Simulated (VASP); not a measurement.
Runs of VASP 6.6.1 on Rh. The structure is that of space group Pm-3m (No. 221), or close to it. The cells are those of the table. 

```csv
cell,gap on the mesh (eV),pressure (GPa)
"a = 2.470 Å, 1 atom",none,11.3
"a = 2.448 Å, 1 atom",none,(a)
"a = 2.516 Å, 1 atom",none,(b)
"a = 2.422 Å, 1 atom",none,28.6
"a = 2.478 Å, 1 atom",none,8.8
```

Alike in all rows: task single point; level PBE+D3(BJ); potentials or basis VASP PAW PBE potentials, release 64 (Rh_pv); no spin polarisation; k mesh 19 × 19 × 19; cutoff (eV) 520; smearing gaussian 0.05 eV.

Q: Estimate the missing entries.

A: (a) 18.7; (b) -1.1.

Caveats: three body term missing; pairwise dispersion overbinds metals, which lowers pressure and volume.

A k mesh can miss the band edges, and the runs leave out spin-orbit coupling on Rh.

A gap of «none» marks levels without a gap at the run's occupations.
